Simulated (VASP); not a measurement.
A run of VASP 6.6.1 is set up as follows.

The input INCAR:

```
SYSTEM = Os
PREC     = Accurate       ! precision mode
ENCUT    = 560            ! plane-wave cutoff, eV
EDIFF    = 1E-6           ! SCF threshold, eV
ISMEAR   = -1             ! smearing method
SIGMA    = 0.05           ! smearing width, eV
LREAL    = .False.        ! projectors in reciprocal space
LASPH    = .True.         ! aspherical terms in the spheres
NELM     = 120            ! most SCF steps
ALGO     = Normal         ! electronic algorithm
ISIF     = 2              ! what is computed and relaxed
LWAVE    = .False.        ! write WAVECAR
LCHARG   = .False.        ! write CHGCAR
NBANDS   = 23             ! bands
GGA_COMPAT= .False.
```

The input KPOINTS:

```
regular mesh
0
Gamma
  7 7 7
  0 0 0
```

POSCAR

```
Os
1.0
    0.0000000000      2.7356361355      2.7356361355
    2.7356361355      0.0000000000      2.7356361355
    2.7356361355      2.7356361355      0.0000000000
Os
2
Direct
    1.0000000000      1.0000000000      1.0000000000
    0.2500000000      0.2500000000      0.2500000000
```

Potentials or basis: VASP PAW LDA potentials, release 64 (Os_sv_GW).

Run with:

```console
$ cat potpaw_LDA.64/Os_sv_GW/POTCAR > POTCAR
$ mpirun -np 1 vasp_std > vasp.out
```

Question: Predict the pressure.

Answer: 0.3 GPa.

Question: Estimate the band gap on the k mesh.

Answer: Zero (bands 16 and 17 overlap by 1.06 eV).

Caveat: spin-orbit coupling is left out, which moves the levels of the heavy elements.
